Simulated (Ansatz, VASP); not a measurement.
**One calculation of Re, two programs**

```
CELL_PARAMETERS angstrom
-1.53566 1.53566 1.53566
1.53566 -1.53566 1.53566
1.53566 1.53566 -1.53566
ATOMIC_POSITIONS crystal
Re 0.00000 0.00000 0.00000
```

Alike in both runs: task single point; functional PBE; k mesh 23 × 23 × 23; occupations fermi-dirac, width 0.1 eV; no spin polarisation.

|  | VASP | Ansatz |
| --- | --- | --- |
| version | VASP 6.6.1 | Ansatz 0.2.0 |
| potentials or method | VASP PAW PBE potentials, release 64 (Re), cutoff 520 eV | plane waves (420 eV) with PAW, scalar-relativistic |
| valence electrons in the cell | 7 | 15 |

VASP gave:

| Property | Result |
| --- | --- |
| pressure (GPa) | 15.8 |

**Question.** Estimate Ansatz's values.

**Answer.** Pressure (GPa): 16.0.

VASP's potentials hold 7 valence electrons a cell and Ansatz's 15, so a difference there can come from the potentials and not from the codes.

Neither program's run includes spin-orbit coupling.
